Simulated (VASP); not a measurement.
# KCl (Pm-3m) in VASP: single point with PBE

Aim: the single point of KCl with PBE.

Program: VASP 6.6.1. These are calculated values, not measurements. Logs are shortened: lines on timing, memory, paths and dates and some standing lists are left out, and cuts for length are marked.

## 1. The cell of the first run

The structure is cubic, space group Pm-3m (No. 221). Conventional cell: a = 3.771 Å, b = 3.771 Å, c = 3.771 Å, α = 90.00°, β = 90.00°, γ = 90.00°. Within 4.3 Å of K (site symmetry m-3m) lie 8 Cl at 3.27 Å and 6 K at 3.77 Å. Cl (site symmetry m-3m) has 8 K at 3.27 Å and 6 Cl at 3.77 Å within 4.3 Å.

## 2. Single point, PBE

Input file INCAR:

```
SYSTEM = KCl
ALGO = Normal ; EDIFF = 1E-6
ENCUT = 520 ; GGA = PE
ISIF = 2 ; ISMEAR = 0
LASPH = .True. ; LCHARG = .False.
LREAL = .False. ; LWAVE = .False.
NBANDS = 15 ; NELM = 80
PREC = Accurate ; SIGMA = 0.01
```

Input file KPOINTS:

```
k-points
0
Gamma
  6 6 6
  0 0 0
```

Input file POSCAR:

```
KCl
1.0
    3.7711682885      0.0000000000      0.0000000000
    0.0000000000      3.7711682885      0.0000000000
    0.0000000000      0.0000000000      3.7711682885
K Cl
1 1
Direct
    0.0000000000      0.0000000000      0.0000000000
    0.5000000000      0.5000000000      0.5000000000
```

Potentials or basis: VASP PAW PBE potentials, release 64 (K_sv, Cl).

Command:

```sh
$ cat potpaw_PBE.64/K_sv/POTCAR potpaw_PBE.64/Cl/POTCAR > POTCAR
$ mpirun -np 1 vasp_std > vasp.out
```

OUTCAR:

```text
SYSTEM = KCl
   EDIFF = 1E-6
   ENCUT = 520
   GGA = PE
   ISIF = 2
   ISMEAR = 0
   LASPH = .True.
   LREAL = .False.
   NELM = 80
   PREC = Accurate

 ion  position               nearest neighbor table
   1  0.000  0.000  0.000-
   2  0.500  0.500  0.500-

  LATTYP: Found a simple cubic cell.
 ALAT       =     3.7711682885

  Lattice vectors:

 A1 = (   3.7711682885,   0.0000000000,   0.0000000000)
 A2 = (   0.0000000000,   3.7711682885,   0.0000000000)
 A3 = (   0.0000000000,   0.0000000000,   3.7711682885)

Analysis of symmetry for initial positions (statically):
=====================================================================
 Subroutine PRICEL returns:
 Original cell was already a primitive cell.

 Routine SETGRP: Setting up the symmetry group for a
 simple cubic supercell.

 Subroutine GETGRP returns: Found 48 space group operations
 (whereof 48 operations were pure point group operations)
 out of a pool of 48 trial point group operations.

The static configuration has the point symmetry O_h .

Analysis of symmetry for dynamics (positions and initial velocities):
=====================================================================
 Subroutine PRICEL returns:
 Original cell was already a primitive cell.

 Routine SETGRP: Setting up the symmetry group for a
 simple cubic supercell.

 Subroutine GETGRP returns: Found 48 space group operations
 (whereof 48 operations were pure point group operations)
 out of a pool of 48 trial point group operations.

The dynamic configuration has the point symmetry O_h .

 Subroutine INISYM returns: Found 48 space group operations
 (whereof 48 operations are pure point group operations),
 and found     1 'primitive' translations

----------------------------------------------------------------------------------------

                                     Primitive cell

  volume of cell :      53.6325

  direct lattice vectors                    reciprocal lattice vectors
     3.771168289  0.000000000  0.000000000     0.265169816  0.000000000  0.000000000
     0.000000000  3.771168289  0.000000000     0.000000000  0.265169816  0.000000000
     0.000000000  0.000000000  3.771168289     0.000000000  0.000000000  0.265169816

  length of vectors
     3.771168289  3.771168289  3.771168289     0.265169816  0.265169816  0.265169816

  position of ions in fractional coordinates (direct lattice)
     0.000000000  0.000000000  0.000000000
     0.500000000  0.500000000  0.500000000

  ion indices of the primitive-cell ions
   primitive index   ion index
                 1           1
                 2           2

----------------------------------------------------------------------------------------

 KPOINTS: k-points

Automatic generation of k-mesh.
 Grid dimensions read from file:
 generate k-points for:    6    6    6

 Generating k-lattice:

  Cartesian coordinates                     Fractional coordinates (reciprocal lattice)
     0.044194969  0.000000000  0.000000000     0.166666667  0.000000000  0.000000000
     0.000000000  0.044194969  0.000000000     0.000000000  0.166666667  0.000000000
     0.000000000  0.000000000  0.044194969     0.000000000  0.000000000  0.166666667

  Length of vectors
     0.044194969  0.044194969  0.044194969

  Shift w.r.t. Gamma in fractional coordinates (k-lattice)
     0.000000000  0.000000000  0.000000000

 Subroutine IBZKPT returns following result:
 ===========================================

 Found     20 irreducible k-points:

 Following reciprocal coordinates:
            Coordinates               Weight
  0.000000  0.000000  0.000000      1.000000
  0.166667  0.000000  0.000000      6.000000
  0.333333  0.000000  0.000000      6.000000
  0.500000  0.000000  0.000000      3.000000
  0.166667  0.166667  0.000000     12.000000
  0.333333  0.166667  0.000000     24.000000
[... 12 lines left out ...]
  0.500000  0.500000  0.333333      6.000000
  0.500000  0.500000  0.500000      1.000000
   k-points           NKPTS =     20   k-points in BZ     NKDIM =     20   number of bands    NBANDS=     15
   number of dos      NEDOS =    301   number of ions     NIONS =      2
   total plane-waves  NPLWV =  21952
   dimension x,y,z NGX =    28 NGY =   28 NGZ =   28
   dimension x,y,z NGXF=    56 NGYF=   56 NGZF=   56
   ions per type =               1   1
   NGX,Y,Z   is equivalent  to a cutoff of  12.34, 12.34, 12.34 a.u.
   NGXF,Y,Z  is equivalent  to a cutoff of  24.69, 24.69, 24.69 a.u.
 SYSTEM =  KCl
   PREC   = accura    normal or accurate (medium, high low for compatibility)
   ISTART =      0    job   : 0-new  1-cont  2-samecut
   ICHARG =      2    charge: 1-file 2-atom 10-const
   ISPIN  =      1    spin polarized calculation?
   LNONCOLLINEAR =      F non collinear calculations
   LSORBIT =      F    spin-orbit coupling
   LASPH  =      T    aspherical Exc in radial PAW
   ENCUT  =  520.0 eV  38.22 Ry    6.18 a.u.   7.01  7.01  7.01*2*pi/ulx,y,z
   NELM   =     80;   NELMIN=  2; NELMDL= -5     # of ELM steps
   EDIFF  = 0.1E-05   stopping-criterion for ELM
   LREAL  =      F    real-space projection
   EDIFFG = 0.1E-04   stopping-criterion for IOM
   NSW    =      0    number of steps for IOM
   IBRION =     -1    ionic relax: 0-MD 1-quasi-New 2-CG
   NFREE  =      0    steps in history (QN), initial steepest desc. (CG)
   ISIF   =      2    stress and relaxation
   ISYM   =      2    0-nonsym 1-usesym 2-fastsym
   POTIM  = 0.5000    time-step for ionic-motion
   TEBEG  =    0.0;   TEEND  =   0.0 temperature during run
   PSTRESS=    0.0 pullay stress
   NELECT =      16.0000    total number of electrons
   NUPDOWN=      -1.0000    fix difference up-down
   EMIN   =  10.00;   EMAX   =-10.00  energy-range for DOS
   EFERMI =   0.00;   METHOD = LEGACY
   ISMEAR =     0;   SIGMA  =   0.01  broadening in eV -4-tet -1-fermi 0-gaus
   EFERMI_NEDOS =   21; number of points for ismear=-14 and -15
   IALGO  =     38    algorithm
   IMIX   =      4    mixing-type and parameters
     AMIX     =   0.40;   BMIX     =  1.00
     AMIX_MAG =   1.60;   BMIX_MAG =  1.00
  volume/ion in A,a.u.               =      26.82       180.96
  Fermi-wavevector in a.u.,A,eV,Ry     =   1.093886  2.067146 16.280562  1.196588
  Thomas-Fermi vector in A             =   2.230181
   LORBIT       =      0    0 simple, 1 ext, 2 COOP (PROOUT), +10 PAW based schemes
   GGA     = PE    functional components
   LHFCALC =     F    Hartree Fock is set to
   AEXX    =    0.0000 exact exchange contribution
   IVDW    =     0    specifies the selected vdW correction
   LEPSILON=     F    determine dielectric tensor
   LRPA    =     F    only Hartree local field effects (RPA)
 non-spin polarized calculation
 Gauss-broadening in eV      SIGMA  =   0.01
  energy-cutoff  :      520.00
  volume of cell :       53.63
 maximum number of plane-waves:      1472
   NGX = 15   NGY = 15   NGZ = 15

 number of electron      16.0000004 magnetization

 Free energy of the ion-electron system (eV)
  ---------------------------------------------------
  ext. energy  EPLUGINS =         0.00000000
  ---------------------------------------------------
  free energy    TOTEN  =        -6.64512866 eV

  energy without entropy =       -6.64512866  energy(sigma->0) =       -6.64512866

 E-fermi :  -0.5075     XC(G=0):  -8.3060

 val. band max:       -0.5621884254   @ k =   0.5000   0.5000   0.0000
 cond. band min:       4.4665926462   @ k =   0.0000   0.0000   0.0000
 fundamental gap:      5.0287810716
 Fermi energy:        -0.5074549140

 k-point     1 :       0.0000    0.0000    0.0000
  band No.  band energies     occupation
      1     -28.5339      2.00000
      2     -13.2324      2.00000
      3     -11.9095      2.00000
      4     -11.9095      2.00000
      5     -11.9095      2.00000
      6      -0.7756      2.00000
      7      -0.7756      2.00000
      8      -0.7756      2.00000
      9       4.4666      0.00000
     10       5.9584      0.00000
     11       5.9584      0.00000
     12      10.2230      0.00000
     13      10.2230      0.00000
     14      10.2230      0.00000
     15      13.2654      0.00000

 k-point     2 :       0.1667    0.0000    0.0000
  band No.  band energies     occupation
      1     -28.5280      2.00000
      2     -13.2786      2.00000
      3     -11.9003      2.00000
      4     -11.9003      2.00000
      5     -11.8740      2.00000
      6      -1.2936      2.00000
      7      -0.7803      2.00000
      8      -0.7803      2.00000
      9       5.1026      0.00000
     10       6.1929      0.00000
     11       6.5471      0.00000
     12      10.1276      0.00000
     13      10.1276      0.00000
     14      10.3592      0.00000
     15      12.2580      0.00000

 k-point     3 :       0.3333    0.0000    0.0000
  band No.  band energies     occupation
      1     -28.5160      2.00000
      2     -13.3740      2.00000
      3     -11.8818      2.00000
      4     -11.8818      2.00000
      5     -11.7932      2.00000
      6      -2.1143      2.00000
      7      -0.7911      2.00000
      8      -0.7911      2.00000
      9       6.4143      0.00000
     10       6.8344      0.00000
     11       7.6830      0.00000
     12      10.0592      0.00000
     13      10.0592      0.00000
     14      10.5542      0.00000
     15      10.6765      0.00000
[... 271 lines left out ...]
 k-point    19 :       0.5000    0.5000    0.3333
  band No.  band energies     occupation
      1     -28.4723      2.00000
      2     -12.8143      2.00000
      3     -12.1221      2.00000
      4     -12.1221      2.00000
      5     -12.0419      2.00000
      6      -1.9567      2.00000
      7      -1.9567      2.00000
      8      -1.6911      2.00000
      9       7.4578      0.00000
     10       8.3398      0.00000
     11       8.3398      0.00000
     12       8.9038      0.00000
     13       9.9952      0.00000
     14       9.9952      0.00000
     15      11.9011      0.00000

 k-point    20 :       0.5000    0.5000    0.5000
  band No.  band energies     occupation
      1     -28.4671      2.00000
      2     -12.7730      2.00000
      3     -12.1056      2.00000
      4     -12.1056      2.00000
      5     -12.1056      2.00000
      6      -1.9982      2.00000
      7      -1.9982      2.00000
      8      -1.9982      2.00000
      9       8.4178      0.00000
     10       8.4178      0.00000
     11       8.4178      0.00000
     12       9.5594      0.00000
     13       9.5594      0.00000
     14       9.5594      0.00000
     15      11.9306      0.00000

------------------------ aborting loop because EDIFF is reached ----------------------------------------

  FORCE on cell =-STRESS in cart. coord.  units (eV):
  Direction    XX          YY          ZZ          XY          YZ          ZX
  --------------------------------------------------------------------------------------
  -------------------------------------------------------------------------------------
  Total        0.3662723      0.3662723      0.3662723      0.0000000     -0.0000000      0.0000000
  in kB       10.9417524     10.9417524     10.9417524      0.0000000     -0.0000000      0.0000000
  external PRESSURE =      10.9417524 kB  Pullay stress =       0.0000000 kB

 VOLUME and BASIS-vectors are now :
 -----------------------------------------------------------------------------
  energy-cutoff  :      520.00
  volume of cell :       53.63
      direct lattice vectors                 reciprocal lattice vectors
     3.771168289  0.000000000  0.000000000     0.265169816  0.000000000  0.000000000
     0.000000000  3.771168289  0.000000000     0.000000000  0.265169816  0.000000000
     0.000000000  0.000000000  3.771168289     0.000000000  0.000000000  0.265169816

 POSITION                                       TOTAL-FORCE (eV/Angst)
 -----------------------------------------------------------------------------------
      0.00000      0.00000      0.00000         0.000000      0.000000      0.000000
      1.88558      1.88558      1.88558         0.000000      0.000000      0.000000
 -----------------------------------------------------------------------------------
    total drift:                                0.000000      0.000000      0.000000

  FREE ENERGIE OF THE ION-ELECTRON SYSTEM (eV)
  ---------------------------------------------------
  free  energy   TOTEN  =        -6.6451286586 eV

  energy  without entropy=       -6.6451286586  energy(sigma->0) =       -6.64512866
```

Run time: 7.2 s. Hardware: 1 thread of AMD EPYC 9R45 (Zen 5), shared host; peak memory 0.13 GiB.

Results:

```yaml
Free_energy: -6.6451 eV
Pressure: 1.1 GPa
Band_gap_on_the_k_mesh: 5.03 eV, indirect (least direct gap 5.24 eV)
```

A k mesh can miss the band edges. A hybrid or GW would open this gap; PBE tends to underestimate it.
